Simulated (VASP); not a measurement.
# Li (Im-3m) in VASP: further runs

The runs below take Li through electric field gradients, with r2SCAN.

Program: VASP 6.6.1. These are calculated values, not measurements. Logs are shortened: lines on timing, memory, paths and dates and some standing lists are left out, and cuts for length are marked.

## (1) The cell of the first run

It takes space group Im-3m (No. 229, cubic). Conventional cell: a = 3.370 Å, b = 3.370 Å, c = 3.370 Å, α = 90.00°, β = 90.00°, γ = 90.00°. Li (site symmetry m-3m) has 14 Li at 2.92 to 3.37 Å within 3.8 Å.

## (2) Electric field gradients, r2SCAN (19.13 Å³/atom)

The input, POSCAR:

```
Li
1.0
   -1.6848499777      1.6848499777      1.6848499777
    1.6848499777     -1.6848499777      1.6848499777
    1.6848499777      1.6848499777     -1.6848499777
Li
1
Direct
    0.0000000000      0.0000000000      0.0000000000
```

The input, INCAR.step1:

```
PREC = Accurate
ENCUT = 520
ISMEAR = -1
SIGMA = 0.05
LREAL = F
LASPH = T
NELM = 60
NBANDS = 8
GGA = PE
ALGO = Normal
EDIFF = 1E-4
LWAVE = T
LCHARG = F
```

The input, INCAR.step2:

```
PREC = Accurate
ENCUT = 520
EDIFF = 1E-8
ISMEAR = -1
SIGMA = 0.05
LREAL = F
LASPH = T
NELM = 60
ALGO = Normal
ISIF = 2
LWAVE = F
LCHARG = F
METAGGA = R2SCAN
LMIXTAU = T
LEFG = T
NBANDS = 8
ISTART = 1
```

The input, KPOINTS:

```
Automatic mesh
0
Gamma
  17 17 17
```

Potentials or basis: VASP PAW PBE potentials, release 64 (Li_sv).

On the command line:

```sh
cat potpaw_PBE.64/Li_sv/POTCAR > POTCAR
cp INCAR.step1 INCAR
mpirun -np 1 vasp_std > vasp.out
cp INCAR.step2 INCAR
mpirun -np 1 vasp_std > vasp.out
```

OUTCAR:

```text
PREC = Accurate
   ENCUT = 520
   EDIFF = 1E-8
   ISMEAR = -1
   LREAL = F
   LASPH = T
   NELM = 60
   ISIF = 2
   METAGGA = R2SCAN
   ISTART = 1

 ion  position               nearest neighbor table
   1  0.000  0.000  0.000-

  LATTYP: Found a body centered cubic cell.
 ALAT       =     3.3696999554

  Lattice vectors:

 A1 = (  -1.6848499777,   1.6848499777,   1.6848499777)
 A2 = (   1.6848499777,  -1.6848499777,   1.6848499777)
 A3 = (   1.6848499777,   1.6848499777,  -1.6848499777)

Analysis of symmetry for initial positions (statically):
=====================================================================
 Subroutine PRICEL returns:
 Original cell was already a primitive cell.

 Routine SETGRP: Setting up the symmetry group for a
 body centered cubic supercell.

 Subroutine GETGRP returns: Found 48 space group operations
 (whereof 48 operations were pure point group operations)
 out of a pool of 48 trial point group operations.

The static configuration has the point symmetry O_h .

Analysis of symmetry for dynamics (positions and initial velocities):
=====================================================================
 Subroutine PRICEL returns:
 Original cell was already a primitive cell.

 Routine SETGRP: Setting up the symmetry group for a
 body centered cubic supercell.

 Subroutine GETGRP returns: Found 48 space group operations
 (whereof 48 operations were pure point group operations)
 out of a pool of 48 trial point group operations.

The dynamic configuration has the point symmetry O_h .

 Subroutine INISYM returns: Found 48 space group operations
 (whereof 48 operations are pure point group operations),
 and found     1 'primitive' translations

----------------------------------------------------------------------------------------

                                     Primitive cell

  volume of cell :      19.1313

  direct lattice vectors                    reciprocal lattice vectors
    -1.684849978  1.684849978  1.684849978     0.000000000  0.296762327  0.296762327
     1.684849978 -1.684849978  1.684849978     0.296762327  0.000000000  0.296762327
     1.684849978  1.684849978 -1.684849978     0.296762327  0.296762327  0.000000000

  length of vectors
     2.918245765  2.918245765  2.918245765     0.419685308  0.419685308  0.419685308

  position of ions in fractional coordinates (direct lattice)
     0.000000000  0.000000000  0.000000000

  ion indices of the primitive-cell ions
   primitive index   ion index
                 1           1

----------------------------------------------------------------------------------------

 KPOINTS: Automatic mesh

Automatic generation of k-mesh.
 Grid dimensions read from file:
 generate k-points for:   17   17   17

 Generating k-lattice:

  Cartesian coordinates                     Fractional coordinates (reciprocal lattice)
     0.000000000  0.017456607  0.017456607     0.058823529  0.000000000  0.000000000
     0.017456607  0.000000000  0.017456607     0.000000000  0.058823529  0.000000000
     0.017456607  0.017456607  0.000000000     0.000000000  0.000000000  0.058823529

  Length of vectors
     0.024687371  0.024687371  0.024687371

  Shift w.r.t. Gamma in fractional coordinates (k-lattice)
     0.000000000  0.000000000  0.000000000

 Subroutine IBZKPT returns following result:
 ===========================================

 Found    165 irreducible k-points:

 Following reciprocal coordinates:
            Coordinates               Weight
  0.000000  0.000000  0.000000      1.000000
  0.058824  0.000000  0.000000     12.000000
  0.117647  0.000000  0.000000     12.000000
  0.176471  0.000000  0.000000     12.000000
  0.235294  0.000000  0.000000     12.000000
  0.294118  0.000000  0.000000     12.000000
[... 16 lines left out ...]
  0.411765  0.117647  0.000000     48.000000
  0.176471  0.176471  0.000000     24.000000
 [... further k-points ...]
   k-points           NKPTS =    165   k-points in BZ     NKDIM =    165   number of bands    NBANDS=      8
   number of dos      NEDOS =    301   number of ions     NIONS =      1
   total plane-waves  NPLWV =  13824
   dimension x,y,z NGX =    24 NGY =   24 NGZ =   24
   dimension x,y,z NGXF=    48 NGYF=   48 NGZF=   48
   ions per type =               1
   NGX,Y,Z   is equivalent  to a cutoff of  13.67, 13.67, 13.67 a.u.
   NGXF,Y,Z  is equivalent  to a cutoff of  27.34, 27.34, 27.34 a.u.
 SYSTEM =  unknown system
   PREC   = accura    normal or accurate (medium, high low for compatibility)
   ISTART =      1    job   : 0-new  1-cont  2-samecut
   ICHARG =      0    charge: 1-file 2-atom 10-const
   ISPIN  =      1    spin polarized calculation?
   LNONCOLLINEAR =      F non collinear calculations
   LSORBIT =      F    spin-orbit coupling
   LASPH  =      T    aspherical Exc in radial PAW
   ENCUT  =  520.0 eV  38.22 Ry    6.18 a.u.   5.43  5.43  5.43*2*pi/ulx,y,z
   NELM   =     60;   NELMIN=  2; NELMDL=  0     # of ELM steps
   EDIFF  = 0.1E-07   stopping-criterion for ELM
   LREAL  =      F    real-space projection
   EDIFFG = 0.1E-06   stopping-criterion for IOM
   NSW    =      0    number of steps for IOM
   IBRION =     -1    ionic relax: 0-MD 1-quasi-New 2-CG
   NFREE  =      0    steps in history (QN), initial steepest desc. (CG)
   ISIF   =      2    stress and relaxation
   ISYM   =      2    0-nonsym 1-usesym 2-fastsym
   POTIM  = 0.5000    time-step for ionic-motion
   TEBEG  =    0.0;   TEEND  =   0.0 temperature during run
   PSTRESS=    0.0 pullay stress
   NELECT =       3.0000    total number of electrons
   NUPDOWN=      -1.0000    fix difference up-down
   EMIN   =  10.00;   EMAX   =-10.00  energy-range for DOS
   EFERMI =   0.00;   METHOD = LEGACY
   ISMEAR =    -1;   SIGMA  =   0.05  broadening in eV -4-tet -1-fermi 0-gaus
   EFERMI_NEDOS =   21; number of points for ismear=-14 and -15
   IALGO  =     38    algorithm
   IMIX   =      4    mixing-type and parameters
     AMIX     =   0.40;   BMIX     =  1.00
     AMIX_MAG =   1.60;   BMIX_MAG =  1.00
  volume/ion in A,a.u.               =      19.13       129.10
  Fermi-wavevector in a.u.,A,eV,Ry     =   0.882810  1.668269 10.603753  0.779354
  Thomas-Fermi vector in A             =   2.003492
   LORBIT       =      0    0 simple, 1 ext, 2 COOP (PROOUT), +10 PAW based schemes
   METAGGA = R2SCAN    functional components
   LHFCALC =     F    Hartree Fock is set to
   AEXX    =    0.0000 exact exchange contribution
   IVDW    =     0    specifies the selected vdW correction
   LEPSILON=     F    determine dielectric tensor
   LRPA    =     F    only Hartree local field effects (RPA)
 non-spin polarized calculation
  energy-cutoff  :      520.00
  volume of cell :       19.13
 maximum number of plane-waves:       533
 NGX is ok and might be reduce to    24
   NGX = 11   NGY = 11   NGZ = 11

 number of electron       3.0000007 magnetization

 Free energy of the ion-electron system (eV)
  ---------------------------------------------------
  ext. energy  EPLUGINS =         0.00000000
  ---------------------------------------------------
  free energy    TOTEN  =        -2.37453175 eV

  energy without entropy =       -2.37041194  energy(sigma->0) =       -2.37247185

 E-fermi :   0.8291     XC(G=0):  -7.5997

 val. band max:        0.7790795916   @ k =   0.1765   0.1765   0.1765
 cond. band min:       0.8361735473   @ k =   0.2353   0.1765   0.1176
 fundamental gap:      0.0570939557
 Fermi energy:         0.8291375280

 k-point     1 :       0.0000    0.0000    0.0000
  band No.  band energies     occupation
      1     -47.1718      2.00000
      2      -3.1544      2.00000
      3      17.7799      0.00000
      4      17.7811      0.00000
      5      17.7811      0.00000
      6      22.1031      0.00000
      7      22.1031      0.00000
      8      22.1031      0.00000

 k-point     2 :       0.0588    0.0000    0.0000
  band No.  band energies     occupation
      1     -47.1709      2.00000
      2      -3.0817      2.00000
      3      17.1701      0.00000
      4      17.3248      0.00000
      5      17.6242      0.00000
      6      21.1051      0.00000
      7      21.1590      0.00000
      8      22.5926      0.00000
[... 221 lines left out ...]
 k-point    23 :       0.4118    0.1176    0.0000
  band No.  band energies     occupation
      1     -47.1453      2.00000
      2       1.2298      0.00066
      3       4.6989      0.00000
      4      11.0450      0.00000
      5      13.2414      0.00000
      6      18.5270      0.00000
      7      20.7884      0.00000
      8      25.8677      0.00000

 k-point    24 :       0.1765    0.1765    0.0000
  band No.  band energies     occupation
      1     -47.1542      2.00000
      2      -1.1844      2.00000
      3       9.7901      0.00000
      4      11.3737      0.00000
      5      14.2493      0.00000
      6      19.6731      0.00000
      7      20.4098      0.00000
      8      23.5709      0.00000

 [... further k-points ...]

------------------------ aborting loop because EDIFF is reached ----------------------------------------

  FORCE on cell =-STRESS in cart. coord.  units (eV):
  Direction    XX          YY          ZZ          XY          YZ          ZX
  --------------------------------------------------------------------------------------
  -------------------------------------------------------------------------------------
  Total        0.1075991      0.1075991      0.1075991      0.0000000      0.0000000     -0.0000000
  in kB        9.0110548      9.0110548      9.0110548      0.0000000      0.0000000     -0.0000000
  external PRESSURE =       9.0110548 kB  Pullay stress =       0.0000000 kB

 VOLUME and BASIS-vectors are now :
 -----------------------------------------------------------------------------
  energy-cutoff  :      520.00
  volume of cell :       19.13
      direct lattice vectors                 reciprocal lattice vectors
    -1.684849978  1.684849978  1.684849978     0.000000000  0.296762327  0.296762327
     1.684849978 -1.684849978  1.684849978     0.296762327  0.000000000  0.296762327
     1.684849978  1.684849978 -1.684849978     0.296762327  0.296762327  0.000000000

 POSITION                                       TOTAL-FORCE (eV/Angst)
 -----------------------------------------------------------------------------------
      0.00000      0.00000      0.00000         0.000000      0.000000     -0.000000
 -----------------------------------------------------------------------------------
    total drift:                                0.000000      0.000000     -0.000000

  FREE ENERGIE OF THE ION-ELECTRON SYSTEM (eV)
  ---------------------------------------------------
  free  energy   TOTEN  =        -2.3745317525 eV

  energy  without entropy=       -2.3704119378  energy(sigma->0) =       -2.37247185

 Electric field gradients (V/A^2)
---------------------------------------------------------------------
 ion       V_xx      V_yy      V_zz      V_xy      V_xz      V_yz
---------------------------------------------------------------------
   1      -0.000    -0.000     0.000     0.005     0.005     0.005
---------------------------------------------------------------------

 Electric field gradients after diagonalization (V/A^2)
 (convention: |V_zz| > |V_xx| > |V_yy|)
----------------------------------------------------------------------
 ion       V_xx      V_yy      V_zz     asymmetry (V_yy - V_xx)/ V_zz
----------------------------------------------------------------------
   1      -0.005    -0.005     0.010       0.000
----------------------------------------------------------------------

           NMR quadrupolar parameters

 Cq : quadrupolar parameter    Cq=e*Q*V_zz/h
 eta: asymmetry parameters     (V_yy - V_xx)/ V_zz
 Q  : nuclear electric quadrupole moment in mb (millibarn)
----------------------------------------------------------------------
 ion       Cq(MHz)       eta       Q (mb)
----------------------------------------------------------------------
   1       0.000       0.000       1.000
----------------------------------------------------------------------
```

Run time: 2.4 min. Hardware: 1 thread of Intel Xeon Platinum 8175M at 2.50GHz (Skylake/Cascade Lake), shared host; peak memory 0.14 GiB.

Results:

```yaml
Free_energy: -2.3745 eV
Band_gap_on_the_k_mesh: zero (an odd number of electrons rules out a gap without spin polarisation)
Largest_electric_field_gradient_by_atom: zero within the noise of the run
```

Caveat: the cutoff is under 1.25 times the usual one of these potentials, so pressure, stress and relaxed cells hold a basis-set (Pulay) error; the PAW data sets were made with another functional, which shifts forces and pressure a little.

## (3) Electric field gradients, r2SCAN

This run uses another cell than the first one, of 20.34 Å³/atom.

The input, POSCAR:

```
Li
1.0
   -1.7196562266      1.7196562266      1.7196562266
    1.7196562266     -1.7196562266      1.7196562266
    1.7196562266      1.7196562266     -1.7196562266
Li
1
Direct
    0.0000000000      0.0000000000      0.0000000000
```

The input, INCAR.step1:

```
  PREC = Accurate
  ENCUT = 520
  ISMEAR = -1
  SIGMA = 0.05
  LREAL = False
  LASPH = True
  NELM = 80
  NBANDS = 8
  GGA = PE
  ALGO = Normal
  EDIFF = 1E-4
  LWAVE = True
  LCHARG = False
```

The input, INCAR.step2:

```
  PREC = Accurate
  ENCUT = 520
  EDIFF = 1E-8
  ISMEAR = -1
  SIGMA = 0.05
  LREAL = False
  LASPH = True
  NELM = 80
  ALGO = Normal
  ISIF = 2
  LWAVE = False
  LCHARG = False
  METAGGA = R2SCAN
  LMIXTAU = True
  LEFG = True
  NBANDS = 8
  ISTART = 1
```

The input, KPOINTS:

```
regular mesh
0
Gamma
  17 17 17
```

Potentials or basis: VASP PAW PBE potentials, release 64 (Li_sv).

On the command line:

```sh
cat potpaw_PBE.64/Li_sv/POTCAR > POTCAR
cp INCAR.step1 INCAR
mpirun -np 1 vasp_std > vasp.out
cp INCAR.step2 INCAR
mpirun -np 1 vasp_std > vasp.out
```

OUTCAR:

```text
PREC = Accurate
   ENCUT = 520
   EDIFF = 1E-8
   ISMEAR = -1
   LREAL = False
   LASPH = True
   NELM = 80
   ISIF = 2
   METAGGA = R2SCAN
   ISTART = 1

 ion  position               nearest neighbor table
   1  0.000  0.000  0.000-

  LATTYP: Found a body centered cubic cell.
 ALAT       =     3.4393124532

  Lattice vectors:

 A1 = (  -1.7196562266,   1.7196562266,   1.7196562266)
 A2 = (   1.7196562266,  -1.7196562266,   1.7196562266)
 A3 = (   1.7196562266,   1.7196562266,  -1.7196562266)

Analysis of symmetry for initial positions (statically):
=====================================================================
 Subroutine PRICEL returns:
 Original cell was already a primitive cell.

 Routine SETGRP: Setting up the symmetry group for a
 body centered cubic supercell.

[... 445 lines left out ...]
  external PRESSURE =       0.9930208 kB  Pullay stress =       0.0000000 kB

 VOLUME and BASIS-vectors are now :
 -----------------------------------------------------------------------------
  energy-cutoff  :      520.00
  volume of cell :       20.34
      direct lattice vectors                 reciprocal lattice vectors
    -1.719656227  1.719656227  1.719656227     0.000000000  0.290755787  0.290755787
     1.719656227 -1.719656227  1.719656227     0.290755787  0.000000000  0.290755787
     1.719656227  1.719656227 -1.719656227     0.290755787  0.290755787  0.000000000

 POSITION                                       TOTAL-FORCE (eV/Angst)
 -----------------------------------------------------------------------------------
      0.00000      0.00000      0.00000         0.000000     -0.000000      0.000000
 -----------------------------------------------------------------------------------
    total drift:                                0.000000      0.000000     -0.000000

  FREE ENERGIE OF THE ION-ELECTRON SYSTEM (eV)
  ---------------------------------------------------
  free  energy   TOTEN  =        -2.3806043949 eV

  energy  without entropy=       -2.3764187231  energy(sigma->0) =       -2.37851156

 Electric field gradients (V/A^2)
---------------------------------------------------------------------
 ion       V_xx      V_yy      V_zz      V_xy      V_xz      V_yz
---------------------------------------------------------------------
   1       0.000     0.000     0.000     0.006     0.006     0.006
---------------------------------------------------------------------

 Electric field gradients after diagonalization (V/A^2)
 (convention: |V_zz| > |V_xx| > |V_yy|)
----------------------------------------------------------------------
 ion       V_xx      V_yy      V_zz     asymmetry (V_yy - V_xx)/ V_zz
----------------------------------------------------------------------
   1      -0.006    -0.006     0.012       0.000
----------------------------------------------------------------------

           NMR quadrupolar parameters

 Cq : quadrupolar parameter    Cq=e*Q*V_zz/h
 eta: asymmetry parameters     (V_yy - V_xx)/ V_zz
 Q  : nuclear electric quadrupole moment in mb (millibarn)
----------------------------------------------------------------------
 ion       Cq(MHz)       eta       Q (mb)
----------------------------------------------------------------------
   1       0.000       0.000       1.000
----------------------------------------------------------------------
```

OUTCAR.step1:

```text
PREC = Accurate
   ENCUT = 520
   ISMEAR = -1
   LREAL = False
   LASPH = True
   NELM = 80
[... 479 lines left out ...]
 POSITION                                       TOTAL-FORCE (eV/Angst)
 -----------------------------------------------------------------------------------
      0.00000      0.00000      0.00000        -0.000000     -0.000000      0.000000
 -----------------------------------------------------------------------------------
    total drift:                               -0.000000      0.000000     -0.000000

  FREE ENERGIE OF THE ION-ELECTRON SYSTEM (eV)
  ---------------------------------------------------
  free  energy   TOTEN  =        -1.9056227245 eV

  energy  without entropy=       -1.9010981393  energy(sigma->0) =       -1.90336043
```

Run time: 1.7 min. Hardware: 1 thread of Intel Xeon Platinum 8175M at 2.50GHz (Skylake/Cascade Lake), shared host; peak memory 0.14 GiB.

What came out:

```yaml
Free_energy: -2.3806 eV
Band_gap_on_the_k_mesh: zero (an odd number of electrons rules out a gap without spin polarisation)
Largest_electric_field_gradient_by_atom: zero within the noise of the run
```

Levels at points of the mesh, in eV from the Fermi level:
```tsv
k point	band 1	band 2	band 3	band 4	band 5
(0.00, 0.00, 0.00)	-48.09	-3.90	16.24	16.24	16.24
```

Caveat: the cutoff is under 1.25 times the usual one of these potentials, so pressure, stress and relaxed cells hold a basis-set (Pulay) error; the PAW data sets were made with another functional, which shifts forces and pressure a little.
